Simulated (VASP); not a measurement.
BAs, 2 atoms in the cell. Symmetry: Pm-3m, No. 221, cubic system. The conventional cell has a = 2.899 Å, b = 2.899 Å, c = 2.899 Å, α = 90.00°, β = 90.00°, γ = 90.00°. B (site symmetry m-3m) has 8 As at 2.51 Å and 6 B at 2.90 Å within 3.3 Å. Within 3.3 Å of As (site symmetry m-3m) lie 8 B at 2.51 Å and 6 As at 2.90 Å. 

```yaml
Program: VASP 6.6.1
Task: single point
Functional: LDA
Potentials_or_basis: VASP PAW LDA potentials, release 64 (B, As)
Cutoff: 500 eV
k_mesh: 6 × 6 × 6
Occupations: gaussian, width 0.05 eV
Spin: no spin polarisation
Dipole_correction: no
Further_INCAR_settings: ALGO = Normal; EDIFF = 1e-06; NBANDS = 11
```

Potentials or basis: VASP PAW LDA potentials, release 64 (B, As).

Command:

```sh
$ cat potpaw_LDA.64/B/POTCAR potpaw_LDA.64/As/POTCAR > POTCAR
$ mpirun -np 1 vasp_std > vasp.out
```

Hardware: 1 thread of AMD EPYC 7R13 (shared host).

Task: Estimate the wall time of this run.

Result: Wall time 12 s on 1 thread of AMD EPYC 7R13, with other jobs on the host, peak memory 0.1 GiB. Counts: scf iterations 10, k points 20.
